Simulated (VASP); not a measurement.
Input of a VASP 6.6.1 run:

The input POSCAR:

```
Si2Ni
1.0
    3.8492788328      0.0000000201      0.0005177797
   -1.9246393990      3.3335732655     -0.0005177797
   -1.9242263890      1.1109526237      3.0871133157
Si Ni
2 1
Direct
    0.2515319756      0.7484680244      0.7541673714
    0.7484680244      0.2515319756      0.2458326286
    0.0000000000      0.0000000000      0.0000000000
```

The input INCAR.step1:

```
SYSTEM = Si2Ni
PREC     = Accurate       ! precision mode
ENCUT    = 520            ! plane-wave cutoff, eV
ISMEAR   = 0              ! smearing method
SIGMA    = 0.1            ! smearing width, eV
LREAL    = .False.        ! projectors in reciprocal space
LASPH    = .True.         ! aspherical terms in the spheres
NELM     = 60             ! most SCF steps
NBANDS   = 16             ! bands
ISYM     = 0            
GGA      = PE             ! functional
ALGO     = Normal         ! electronic algorithm
EDIFF    = 1E-4           ! SCF threshold, eV
LWAVE    = .True.         ! write WAVECAR
LCHARG   = .False.        ! write CHGCAR
```

File INCAR.step2:

```
SYSTEM = Si2Ni
PREC     = Accurate       ! precision mode
ENCUT    = 520            ! plane-wave cutoff, eV
EDIFF    = 1E-6           ! SCF threshold, eV
ISMEAR   = 0              ! smearing method
SIGMA    = 0.1            ! smearing width, eV
LREAL    = .False.        ! projectors in reciprocal space
LASPH    = .True.         ! aspherical terms in the spheres
NELM     = 60             ! most SCF steps
ALGO     = Normal         ! electronic algorithm
ISIF     = 2              ! what is computed and relaxed
LWAVE    = .False.        ! write WAVECAR
LCHARG   = .True.         ! write CHGCAR
METAGGA  = R2SCAN         ! meta-GGA
LMIXTAU  = .True.       
LELF     = .True.         ! ELF
LVHAR    = .True.       
NBANDS   = 16             ! bands
ISYM     = 0            
ISTART   = 1
```

The input KPOINTS:

```
Automatic mesh
0
Gamma
  9 9 11
  0 0 0
```

Potentials or basis: VASP PAW PBE potentials, release 64 (Si, Ni).

Run with:

```bash
$ cat potpaw_PBE.64/Si/POTCAR potpaw_PBE.64/Ni/POTCAR > POTCAR
$ cp INCAR.step1 INCAR
$ mpirun -np 1 vasp_std > vasp.out
$ cp INCAR.step2 INCAR
$ mpirun -np 1 vasp_std > vasp.out
```

Question: Estimate the largest force.

Answer: 0.005 eV/Å.

Question: Estimate the band gap on the k mesh.

Answer: Zero (bands 9 and 10 overlap by 2.06 eV).

Question: Predict the pressure.

Answer: -2.2 GPa.

Stress tensor (GPa, compression positive):
```
-3.26  0.16 -0.03
 0.16 -3.08  0.02
-0.03  0.02 -0.12
```

Caveat: the PAW data sets were made with another functional, which shifts forces and pressure a little. Spin polarisation is off, so any magnetic state and its effect on volume and gap are missing.
